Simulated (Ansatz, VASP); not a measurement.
# One calculation of SiNi3, two programs

Contents of INCAR:

```
SYSTEM = SiNi3
  PREC = Accurate
  ENCUT = 520
  EDIFF = 1E-6
  ISMEAR = 0
  SIGMA = 0.15
  LREAL = .False.
  LASPH = .True.
  NELM = 60
  ALGO = Fast
  ISIF = 2
  LWAVE = .False.
  LCHARG = .False.
  GGA = PE
  NBANDS = 25
```

Contents of KPOINTS:

```
regular mesh
0
Gamma
  14 14 14
  0 0 0
```

File POSCAR:

```
SiNi3
1.0
    3.5062596291      0.0000000000      0.0000000000
    0.0000000000      3.5062596291      0.0000000000
    0.0000000000      0.0000000000      3.5062596291
Si Ni
1 3
Direct
    0.0000000000      0.0000000000      0.0000000000
    0.0000000000      0.5356505260      0.5000000000
    0.5000000000      0.0356505260      0.5000000000
    0.5000000000      0.5356505260      0.0000000000
```

Input for Ansatz:

```yaml
crystal:
  lattice:
    - [3.5062596291, 0.0, 0.0]
    - [0.0, 3.5062596291, 0.0]
    - [0.0, 0.0, 3.5062596291]
  atoms:
    - { symbol: Si, position: [0.0, 0.0, 0.0] }
    - { symbol: Ni, position: [0.0, 0.535650526, 0.5] }
    - { symbol: Ni, position: [0.5, 0.035650526, 0.5] }
    - { symbol: Ni, position: [0.5, 0.535650526, 0.0] }
basis:
  ecutwfc: 420
kpoints:
  mp_grid: { grid: [14, 14, 14] }
hamiltonian:
  xc: pbe
scf:
  occupations: { method: gaussian, width: 0.15 }
output:
  forces: true
  stress: true
  eigenvalues: true
  write_density: true
  write_potential: true
  elf: true
  volumetric_format: npy
```

Change from the starting cell: all Ni atoms moved +0.125 Å, as atom 2 along Cartesian [0 1 0].

Alike in both runs: task single point; functional PBE; k mesh 14 × 14 × 14; occupations gaussian, width 0.15 eV; no spin polarisation.

```csv
,VASP,Ansatz
version,VASP 6.6.1,Ansatz 0.2.0
potentials or method,"VASP PAW PBE potentials, release 64 (Si, Ni), cutoff 520 eV","scalar-relativistic, plane waves, PAW"
valence electrons in the cell,34,58
```

Ansatz gave:

| Quantity | Value |
| --- | --- |
| gap on the k mesh at the Fermi level (eV) | none |
| pressure (GPa) | 0.8 |
| traceless stress, the component that is largest in VASP (GPa) | 0.21 |
| rms of the force components (eV/Å) | 0.241 |

**Question.** Which values does VASP return?

**Answer.** gap on the k mesh at the Fermi level (eV): none; pressure (GPa): 0.9; traceless stress, the component that is largest in VASP (GPa): 0.21; rms of the force components (eV/Å): 0.243.

Atom by atom the forces differ by 0.003 eV/Å (rms over components). A gap of «none» marks a metal or a gap that the smearing closes. VASP's potentials hold 34 valence electrons a cell and Ansatz's 58, so a difference there can come from the potentials and not from the codes.
